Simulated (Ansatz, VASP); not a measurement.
Hf: VASP beside Ansatz

```
Hf
1.0
     3.11107    0.00000    0.00000
    -1.55554    2.69427    0.00000
     0.00000    0.00000    9.97536
Hf
4
Direct
  0.00000 0.00000 0.00000
  0.00000 0.00000 0.50000
  0.33333 0.66667 0.25000
  0.66667 0.33333 0.75000
```

Alike in both runs: task single point; functional LDA; k mesh 13 × 13 × 4; occupations fermi-dirac, width 0.1 eV; no spin polarisation.

|  | VASP | Ansatz |
| --- | --- | --- |
| version | VASP 6.6.1 | Ansatz 0.2.0 |
| potentials or method | VASP PAW LDA potentials, release 64 (Hf_pv), cutoff 520 eV | plane waves (420 eV) with PAW, scalar-relativistic |
| valence electrons in the cell | 40 | 104 |

|  | VASP | Ansatz | Ansatz less VASP |
| --- | --- | --- | --- |
| pressure (GPa) | 0.2 | 0.1 | -0.04 |
| traceless stress, the component that is largest in VASP (GPa) | -0.09 | -0.08 | +0.002 |

Ansatz warns that its potentials were made for another functional, while VASP's fit it. LDA's correlation is that of Perdew and Zunger in VASP and of Perdew and Wang (1992) in Ansatz. VASP's potentials hold 40 valence electrons a cell and Ansatz's 104, so a difference there can come from the potentials and not from the codes.

Neither program's run includes spin-orbit coupling.
